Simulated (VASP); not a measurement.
Input of a VASP 6.6.1 run:

File INCAR:

```
SYSTEM = AlN
PREC     = Accurate       ! precision mode
ENCUT    = 520            ! plane-wave cutoff, eV
EDIFF    = 1E-6           ! SCF threshold, eV
ISMEAR   = 0              ! smearing method
SIGMA    = 0.05           ! smearing width, eV
LREAL    = Auto         
LASPH    = .True.         ! aspherical terms in the spheres
NELM     = 60             ! most SCF steps
ALGO     = Fast           ! electronic algorithm
ISIF     = 2              ! what is computed and relaxed
LWAVE    = .False.        ! write WAVECAR
LCHARG   = .False.        ! write CHGCAR
LDIPOL   = .True.       
IDIPOL   = 3            
DIPOL    = 0.5 0.5 0.500
GGA      = PE             ! functional
IVDW     = 12             ! dispersion correction
IBRION   = 2              ! ionic algorithm
NSW      = 90             ! ionic steps
EDIFFG   = -0.03          ! ionic threshold
```

Contents of KPOINTS:

```
regular mesh
0
Gamma
  3 3 1
  0 0 0
```

File POSCAR:

```
AlN
1.0
    6.2188310357      0.0000000000      0.0000000000
   -3.1094155179      5.3856656588      0.0000000000
    0.0000000000      0.0000000000     24.0562460798
N Al
16 16
Selective dynamics
Direct
    0.1666666667      0.3333333333      0.3325539643  F F F
    0.1666666667      0.8333333333      0.3325539643  F F F
    0.6666666667      0.3333333333      0.3325539643  F F F
    0.6666666667      0.8333333333      0.3325539643  F F F
    0.3333333333      0.1666666667      0.4360361233  F F F
    0.3333333333      0.6666666667      0.4360361233  F F F
    0.8333333333      0.1666666667      0.4360361233  F F F
    0.8333333333      0.6666666667      0.4360361233  F F F
    0.1666666667      0.3333333333      0.5395182823  T T T
    0.1666666667      0.8333333333      0.5395182823  T T T
    0.6666666667      0.3333333333      0.5395182823  T T T
    0.6666666667      0.8333333333      0.5395182823  T T T
    0.3333333333      0.1666666667      0.6430004413  T T T
    0.3333333333      0.6666666667      0.6430004413  T T T
    0.8333333333      0.1666666667      0.6430004413  T T T
    0.8333333333      0.6666666667      0.6430004413  T T T
    0.3333333333      0.1666666667      0.3569995587  F F F
    0.3333333333      0.6666666667      0.3569995587  F F F
    0.8333333333      0.1666666667      0.3569995587  F F F
    0.8333333333      0.6666666667      0.3569995587  F F F
    0.1666666667      0.3333333333      0.4604817177  F F F
    0.1666666667      0.8333333333      0.4604817177  F F F
    0.6666666667      0.3333333333      0.4604817177  F F F
    0.6666666667      0.8333333333      0.4604817177  F F F
    0.3333333333      0.1666666667      0.5639638767  T T T
    0.3333333333      0.6666666667      0.5639638767  T T T
    0.8333333333      0.1666666667      0.5639638767  T T T
    0.8333333333      0.6666666667      0.5639638767  T T T
    0.1666666667      0.3333333333      0.6674460357  T T T
    0.1666666667      0.8333333333      0.6674460357  T T T
    0.6666666667      0.3333333333      0.6674460357  T T T
    0.6666666667      0.8333333333      0.6674460357  T T T
```

Potentials or basis: VASP PAW PBE potentials, release 64 (N, Al).

Run with:

```bash
$ cat potpaw_PBE.64/N/POTCAR potpaw_PBE.64/Al/POTCAR > POTCAR
$ mpirun -np 1 vasp_std > vasp.out
```

Task: What does it give for the dispersion energy per atom?

Result: -0.213 eV.

Task: Predict the band gap on the k mesh.

Result: Zero (bands 64 and 65 overlap by 0.13 eV).

Step by step:
| step | energy change (eV) | largest force on free atoms (eV/Å) | pressure (GPa) |
| --- | --- | --- | --- |
| 1 | 0.0000 | 1.3190 | -0.31 |
| 2 | -0.2662 | 0.3942 | -0.25 |
| 3 | -0.2765 | 0.2508 | -0.27 |
| 4 | -0.2892 | 0.0880 | -0.19 |
| 5 | -0.2902 | 0.1143 | -0.15 |
| 6 | -0.2927 | 0.0290 | -0.14 |

Caveat: the k points lie up to 0.39 Å⁻¹ apart.
